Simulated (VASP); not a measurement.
Write the native input for VASP 6.6.1 that does the following.

- Task: single point
- Functional: PBE
- Dispersion: D4
- Potentials or basis: VASP PAW PBE potentials, release 64 (Sn_d, Se)
- Cutoff: 520 eV
- k mesh: 12 × 12 × 4
- Occupations: gaussian, width 0.01 eV
- Spin: no spin polarisation
- Dipole correction: no
- Further INCAR settings: ALGO = Normal; EDIFF = 1e-06; NBANDS = 20

The structure of SnSe2 lies in POSCAR:

```
SnSe2
1.0
    3.8360167623      0.0000000000      0.0000000000
   -1.9180083812      3.3220879655      0.0000000000
    0.0000000000      0.0000000000      6.0044582994
Sn Se
1 2
Direct
    0.0000000000      0.0000000000      0.0000000000
    0.3333333333      0.6666666667      0.2655382729
    0.6666666667      0.3333333333      0.7344617271
```

One way to write it, as run:

INCAR

```
PREC = Accurate
ENCUT = 520
EDIFF = 1E-6
ISMEAR = 0
SIGMA = 0.01
LREAL = F
LASPH = T
NELM = 80
ALGO = Normal
ISIF = 2
LWAVE = F
LCHARG = T
GGA = PE
IVDW = 13
LELF = T
LVHAR = T
NBANDS = 20
```

KPOINTS

```
regular mesh
0
Gamma
  12 12 4
```

Potentials or basis: VASP PAW PBE potentials, release 64 (Sn_d, Se).

Command:

```sh
$ cat potpaw_PBE.64/Sn_d/POTCAR potpaw_PBE.64/Se/POTCAR > POTCAR
$ mpirun -np 1 vasp_std > vasp.out
```

Results of the run:

| Property | Result |
| --- | --- |
| Pressure | 0.1 GPa |
| Largest force | 0.021 eV/Å |
| Band gap on the k mesh | 0.47 eV (least direct gap 0.83 eV) |
| Dispersion energy per atom | -0.400 eV |

Caveat: semilocal functionals underestimate gaps, and a narrow one can read as zero; spin-orbit coupling is left out, which moves the levels of the heavy elements.

Wall time 55 s on 1 thread of Intel(R) Xeon(R) Platinum 8559C (Emerald Rapids) (shared host), peak memory 0.26 GiB.
